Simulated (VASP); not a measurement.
# NaI (Pm-3m) in VASP: notebook

NaI is run at these levels: PBE, r2SCAN; tasks: single point.

Program: VASP 6.6.1. These are calculated values, not measurements. Logs are shortened: lines on timing, memory, paths and dates and some standing lists are left out, and cuts for length are marked.

**1. The cell of the first run**

It takes space group Pm-3m (No. 221, cubic). The conventional cell has a = 4.041 Å, b = 4.041 Å, c = 4.041 Å, α = 90.00°, β = 90.00°, γ = 90.00°. Na (site symmetry m-3m) has 8 I at 3.50 Å and 6 Na at 4.04 Å within 4.6 Å. I (site symmetry m-3m) has 8 Na at 3.50 Å and 6 I at 4.04 Å within 4.6 Å.

**2. Single point, PBE**

INCAR

```
ALGO = Normal ; EDIFF = 1E-6
ENCUT = 520 ; GGA = PE
ISIF = 2 ; ISMEAR = 0
LASPH = True ; LCHARG = True
LELF = True ; LREAL = False
LVHAR = True ; LWAVE = False
NBANDS = 14 ; NELM = 100
PREC = Accurate ; SIGMA = 0.01
```

KPOINTS

```
k-points
0
Gamma
  6 6 6
```

POSCAR

```
NaI
1.0
    4.0405366932      0.0000000000      0.0000000000
    0.0000000000      4.0405366932      0.0000000000
    0.0000000000      0.0000000000      4.0405366932
Na I
1 1
Direct
    0.0000000000      0.0000000000      0.0000000000
    0.5000000000      0.5000000000      0.5000000000
```

Potentials or basis: VASP PAW PBE potentials, release 64 (Na_pv, I).

Launch:

```
cat potpaw_PBE.64/Na_pv/POTCAR potpaw_PBE.64/I/POTCAR > POTCAR
mpirun -np 1 vasp_std > vasp.out
```

OUTCAR:

```text
EDIFF = 1E-6
   ENCUT = 520
   GGA = PE
   ISIF = 2
   ISMEAR = 0
   LASPH = True
   LREAL = False
   NELM = 100
   PREC = Accurate

 ion  position               nearest neighbor table
   1  0.000  0.000  0.000-
   2  0.500  0.500  0.500-

  LATTYP: Found a simple cubic cell.
 ALAT       =     4.0405366932

  Lattice vectors:

 A1 = (   4.0405366932,   0.0000000000,   0.0000000000)
 A2 = (   0.0000000000,   4.0405366932,   0.0000000000)
 A3 = (   0.0000000000,   0.0000000000,   4.0405366932)

Analysis of symmetry for initial positions (statically):
=====================================================================
 Subroutine PRICEL returns:
 Original cell was already a primitive cell.

 Routine SETGRP: Setting up the symmetry group for a
 simple cubic supercell.

 Subroutine GETGRP returns: Found 48 space group operations
 (whereof 48 operations were pure point group operations)
 out of a pool of 48 trial point group operations.

The static configuration has the point symmetry O_h .

Analysis of symmetry for dynamics (positions and initial velocities):
=====================================================================
 Subroutine PRICEL returns:
 Original cell was already a primitive cell.

 Routine SETGRP: Setting up the symmetry group for a
 simple cubic supercell.

 Subroutine GETGRP returns: Found 48 space group operations
 (whereof 48 operations were pure point group operations)
 out of a pool of 48 trial point group operations.

The dynamic configuration has the point symmetry O_h .

 Subroutine INISYM returns: Found 48 space group operations
 (whereof 48 operations are pure point group operations),
 and found     1 'primitive' translations

----------------------------------------------------------------------------------------

                                     Primitive cell

  volume of cell :      65.9655

  direct lattice vectors                    reciprocal lattice vectors
     4.040536693  0.000000000  0.000000000     0.247491874  0.000000000  0.000000000
     0.000000000  4.040536693  0.000000000     0.000000000  0.247491874  0.000000000
     0.000000000  0.000000000  4.040536693     0.000000000  0.000000000  0.247491874

  length of vectors
     4.040536693  4.040536693  4.040536693     0.247491874  0.247491874  0.247491874

  position of ions in fractional coordinates (direct lattice)
     0.000000000  0.000000000  0.000000000
     0.500000000  0.500000000  0.500000000

  ion indices of the primitive-cell ions
   primitive index   ion index
                 1           1
                 2           2

----------------------------------------------------------------------------------------

 KPOINTS: k-points

Automatic generation of k-mesh.
 Grid dimensions read from file:
 generate k-points for:    6    6    6

 Generating k-lattice:

  Cartesian coordinates                     Fractional coordinates (reciprocal lattice)
     0.041248646  0.000000000  0.000000000     0.166666667  0.000000000  0.000000000
     0.000000000  0.041248646  0.000000000     0.000000000  0.166666667  0.000000000
     0.000000000  0.000000000  0.041248646     0.000000000  0.000000000  0.166666667

  Length of vectors
     0.041248646  0.041248646  0.041248646

  Shift w.r.t. Gamma in fractional coordinates (k-lattice)
     0.000000000  0.000000000  0.000000000

 Subroutine IBZKPT returns following result:
 ===========================================

 Found     20 irreducible k-points:

 Following reciprocal coordinates:
            Coordinates               Weight
  0.000000  0.000000  0.000000      1.000000
  0.166667  0.000000  0.000000      6.000000
  0.333333  0.000000  0.000000      6.000000
  0.500000  0.000000  0.000000      3.000000
  0.166667  0.166667  0.000000     12.000000
  0.333333  0.166667  0.000000     24.000000
[... 12 lines left out ...]
  0.500000  0.500000  0.333333      6.000000
  0.500000  0.500000  0.500000      1.000000
   k-points           NKPTS =     20   k-points in BZ     NKDIM =     20   number of bands    NBANDS=     14
   number of dos      NEDOS =    301   number of ions     NIONS =      2
   total plane-waves  NPLWV =  27000
   dimension x,y,z NGX =    30 NGY =   30 NGZ =   30
   dimension x,y,z NGXF=    60 NGYF=   60 NGZF=   60
   ions per type =               1   1
   NGX,Y,Z   is equivalent  to a cutoff of  12.34, 12.34, 12.34 a.u.
   NGXF,Y,Z  is equivalent  to a cutoff of  24.69, 24.69, 24.69 a.u.
 SYSTEM =  unknown system
   PREC   = accura    normal or accurate (medium, high low for compatibility)
   ISTART =      0    job   : 0-new  1-cont  2-samecut
   ICHARG =      2    charge: 1-file 2-atom 10-const
   ISPIN  =      1    spin polarized calculation?
   LNONCOLLINEAR =      F non collinear calculations
   LSORBIT =      F    spin-orbit coupling
   LASPH  =      T    aspherical Exc in radial PAW
   ENCUT  =  520.0 eV  38.22 Ry    6.18 a.u.   7.51  7.51  7.51*2*pi/ulx,y,z
   NELM   =    100;   NELMIN=  2; NELMDL= -5     # of ELM steps
   EDIFF  = 0.1E-05   stopping-criterion for ELM
   LREAL  =      F    real-space projection
   EDIFFG = 0.1E-04   stopping-criterion for IOM
   NSW    =      0    number of steps for IOM
   IBRION =     -1    ionic relax: 0-MD 1-quasi-New 2-CG
   NFREE  =      0    steps in history (QN), initial steepest desc. (CG)
   ISIF   =      2    stress and relaxation
   ISYM   =      2    0-nonsym 1-usesym 2-fastsym
   POTIM  = 0.5000    time-step for ionic-motion
   TEBEG  =    0.0;   TEEND  =   0.0 temperature during run
   PSTRESS=    0.0 pullay stress
   NELECT =      14.0000    total number of electrons
   NUPDOWN=      -1.0000    fix difference up-down
   EMIN   =  10.00;   EMAX   =-10.00  energy-range for DOS
   EFERMI =   0.00;   METHOD = LEGACY
   ISMEAR =     0;   SIGMA  =   0.01  broadening in eV -4-tet -1-fermi 0-gaus
   EFERMI_NEDOS =   21; number of points for ismear=-14 and -15
   IALGO  =     38    algorithm
   IMIX   =      4    mixing-type and parameters
     AMIX     =   0.40;   BMIX     =  1.00
     AMIX_MAG =   1.60;   BMIX_MAG =  1.00
  volume/ion in A,a.u.               =      32.98       222.58
  Fermi-wavevector in a.u.,A,eV,Ry     =   0.976514  1.845344 12.974237  0.953580
  Thomas-Fermi vector in A             =   2.107139
   LORBIT       =      0    0 simple, 1 ext, 2 COOP (PROOUT), +10 PAW based schemes
   GGA     = PE    functional components
   LHFCALC =     F    Hartree Fock is set to
   AEXX    =    0.0000 exact exchange contribution
   IVDW    =     0    specifies the selected vdW correction
   LEPSILON=     F    determine dielectric tensor
   LRPA    =     F    only Hartree local field effects (RPA)
 non-spin polarized calculation
 Gauss-broadening in eV      SIGMA  =   0.01
  energy-cutoff  :      520.00
  volume of cell :       65.97
 maximum number of plane-waves:      1800
   NGX = 15   NGY = 15   NGZ = 15

 number of electron      13.9999980 magnetization

 Free energy of the ion-electron system (eV)
  ---------------------------------------------------
  ext. energy  EPLUGINS =         0.00000000
  ---------------------------------------------------
  free energy    TOTEN  =        -5.07273296 eV

  energy without entropy =       -5.07273296  energy(sigma->0) =       -5.07273296

 E-fermi :   2.0149     XC(G=0):  -7.8701

 val. band max:        1.9472200404   @ k =   0.5000   0.5000   0.0000
 cond. band min:       4.2446538411   @ k =   0.0000   0.0000   0.0000
 fundamental gap:      2.2974338007
 Fermi energy:         2.0149079021

 k-point     1 :       0.0000    0.0000    0.0000
  band No.  band energies     occupation
      1     -21.7543      2.00000
      2     -21.7543      2.00000
      3     -21.7543      2.00000
      4      -9.8730      2.00000
      5       1.2973      2.00000
      6       1.2973      2.00000
      7       1.2973      2.00000
      8       4.2447      0.00000
      9       7.5388      0.00000
     10       7.5388      0.00000
     11      13.1550      0.00000
     12      13.1550      0.00000
     13      13.1550      0.00000
     14      13.8240      0.00000

 k-point     2 :       0.1667    0.0000    0.0000
  band No.  band energies     occupation
      1     -21.7564      2.00000
      2     -21.7541      2.00000
      3     -21.7541      2.00000
      4      -9.7963      2.00000
      5       0.3760      2.00000
      6       1.3734      2.00000
      7       1.3734      2.00000
      8       4.9399      0.00000
      9       7.7638      0.00000
     10       8.3327      0.00000
     11      11.7114      0.00000
     12      11.7114      0.00000
     13      12.3394      0.00000
     14      13.8851      0.00000

 k-point     3 :       0.3333    0.0000    0.0000
  band No.  band energies     occupation
      1     -21.7605      2.00000
      2     -21.7537      2.00000
      3     -21.7537      2.00000
      4      -9.6323      2.00000
      5      -0.8359      2.00000
      6       1.5362      2.00000
      7       1.5362      2.00000
      8       5.9212      0.00000
      9       8.3999      0.00000
     10       8.8608      0.00000
     11      10.3592      0.00000
     12      10.3592      0.00000
     13      11.8045      0.00000
     14      12.8594      0.00000

 k-point     4 :       0.5000    0.0000    0.0000
  band No.  band energies     occupation
      1     -21.7625      2.00000
      2     -21.7536      2.00000
      3     -21.7536      2.00000
      4      -9.5441      2.00000
      5      -1.3172      2.00000
      6       1.6236      2.00000
      7       1.6236      2.00000
      8       6.5855      0.00000
      9       8.2413      0.00000
     10       9.0030      0.00000
     11       9.8550      0.00000
     12       9.8550      0.00000
     13      10.7188      0.00000
     14      14.9042      0.00000

 k-point     5 :       0.1667    0.1667    0.0000
  band No.  band energies     occupation
      1     -21.7563      2.00000
      2     -21.7560      2.00000
      3     -21.7539      2.00000
      4      -9.7219      2.00000
      5       0.3458      2.00000
      6       0.6493      2.00000
      7       1.4496      2.00000
      8       5.5923      0.00000
      9       8.1503      0.00000
     10       8.7541      0.00000
     11      10.3089      0.00000
[... 208 lines left out ...]
 k-point    18 :       0.5000    0.3333    0.3333
  band No.  band energies     occupation
      1     -21.7607      2.00000
      2     -21.7587      2.00000
      3     -21.7586      2.00000
      4      -9.1337      2.00000
      5      -0.4466      2.00000
      6       0.0890      2.00000
      7       0.1975      2.00000
      8       5.9234      0.00000
      9       6.5819      0.00000
     10       7.2525      0.00000
     11      10.3387      0.00000
     12      12.5501      0.00000
     13      13.1252      0.00000
     14      14.5227      0.00000

 k-point    19 :       0.5000    0.5000    0.3333
  band No.  band energies     occupation
      1     -21.7605      2.00000
      2     -21.7605      2.00000
      3     -21.7584      2.00000
      4      -9.0604      2.00000
      5      -0.2891      2.00000
      6      -0.2891      2.00000
      7       0.2748      2.00000
      8       5.6039      0.00000
      9       6.7142      0.00000
     10       6.7142      0.00000
     11       9.4787      0.00000
     12      13.0829      0.00000
     13      14.9544      0.00000
     14      14.9544      0.00000

 k-point    20 :       0.5000    0.5000    0.5000
  band No.  band energies     occupation
      1     -21.7602      2.00000
      2     -21.7602      2.00000
      3     -21.7602      2.00000
      4      -8.9877      2.00000
      5      -0.1508      2.00000
      6      -0.1508      2.00000
      7      -0.1508      2.00000
      8       6.1280      0.00000
      9       6.1280      0.00000
     10       6.1280      0.00000
     11       8.5016      0.00000
     12      15.5354      0.00000
     13      15.5354      0.00000
     14      15.5354      0.00000

------------------------ aborting loop because EDIFF is reached ----------------------------------------

  FORCE on cell =-STRESS in cart. coord.  units (eV):
  Direction    XX          YY          ZZ          XY          YZ          ZX
  --------------------------------------------------------------------------------------
  -------------------------------------------------------------------------------------
  Total        0.1246916      0.1246916      0.1246916     -0.0000000     -0.0000000      0.0000000
  in kB        3.0285216      3.0285216      3.0285216     -0.0000000     -0.0000000      0.0000000
  external PRESSURE =       3.0285216 kB  Pullay stress =       0.0000000 kB

 VOLUME and BASIS-vectors are now :
 -----------------------------------------------------------------------------
  energy-cutoff  :      520.00
  volume of cell :       65.97
      direct lattice vectors                 reciprocal lattice vectors
     4.040536693  0.000000000  0.000000000     0.247491874  0.000000000  0.000000000
     0.000000000  4.040536693  0.000000000     0.000000000  0.247491874  0.000000000
     0.000000000  0.000000000  4.040536693     0.000000000  0.000000000  0.247491874

 POSITION                                       TOTAL-FORCE (eV/Angst)
 -----------------------------------------------------------------------------------
      0.00000      0.00000      0.00000         0.000000      0.000000      0.000000
      2.02027      2.02027      2.02027         0.000000      0.000000      0.000000
 -----------------------------------------------------------------------------------
    total drift:                                0.000000     -0.000000     -0.000000

  FREE ENERGIE OF THE ION-ELECTRON SYSTEM (eV)
  ---------------------------------------------------
  free  energy   TOTEN  =        -5.0727329622 eV

  energy  without entropy=       -5.0727329622  energy(sigma->0) =       -5.07273296
```

It took 9.1 s on 1 thread of Intel Xeon 6975P-C (Granite Rapids), shared host; peak memory 0.17 GiB.

What came out:

- Free energy: -5.0727 eV
- Pressure: 0.3 GPa
- Band gap on the k mesh: 2.30 eV, indirect (least direct gap 2.79 eV)

Caveat: spin-orbit coupling is left out, which moves the levels of the heavy elements.

**3. Single point, r2SCAN**

POSCAR is that of step 2.

INCAR.step1

```
SYSTEM = NaI
  PREC = Accurate
  ENCUT = 520
  ISMEAR = 0
  SIGMA = 0.01
  LREAL = .FALSE.
  LASPH = .TRUE.
  NELM = 80
  NBANDS = 14
  GGA = PE
  ALGO = Normal
  EDIFF = 1E-4
  LWAVE = .TRUE.
  LCHARG = .FALSE.
```

INCAR.step2

```
SYSTEM = NaI
  PREC = Accurate
  ENCUT = 520
  EDIFF = 1E-7
  ISMEAR = 0
  SIGMA = 0.01
  LREAL = .FALSE.
  LASPH = .TRUE.
  NELM = 80
  ALGO = Normal
  ISIF = 2
  LWAVE = .FALSE.
  LCHARG = .FALSE.
  METAGGA = R2SCAN
  LMIXTAU = .TRUE.
  NBANDS = 14
  ISTART = 1
```

KPOINTS

```
regular mesh
0
G
  6 6 6
  0 0 0
```

Potentials or basis: VASP PAW PBE potentials, release 64 (Na_pv, I).

Launch:

```
cat potpaw_PBE.64/Na_pv/POTCAR potpaw_PBE.64/I/POTCAR > POTCAR
cp INCAR.step1 INCAR
mpirun -np 1 vasp_std > vasp.out
cp INCAR.step2 INCAR
mpirun -np 1 vasp_std > vasp.out
```

Run time: 39 s. Hardware: 1 thread of Intel Xeon 6975P-C (Granite Rapids), shared host; peak memory 0.17 GiB.

Results (log left out):

| Property | Result |
| --- | --- |
| Free energy | -30.7301 eV |
| Pressure | 0.0 GPa |
| Band gap on the k mesh | 3.07 eV, indirect (least direct gap 3.36 eV) |

Levels at points of the mesh, in eV from the valence-band top:
| k point | band 5 | band 6 | band 7 | band 8 | band 9 | band 10 |
| --- | --- | --- | --- | --- | --- | --- |
| (0.00, 0.00, 0.00) | -0.67 | -0.67 | -0.67 | 3.07 | 6.11 | 6.11 |
| (0.50, 0.00, 0.00) | -3.30 | -0.34 | -0.34 | 5.32 | 7.17 | 7.67 |
| (0.50, 0.50, 0.00) | -2.65 | -2.65 | 0.00 | 3.36 | 7.69 | 9.03 |
| (0.50, 0.50, 0.50) | -2.16 | -2.16 | -2.16 | 4.66 | 4.66 | 4.66 |

Caveat: the PAW data sets were made with another functional, which shifts forces and pressure a little; spin-orbit coupling is left out, which moves the levels of the heavy elements.
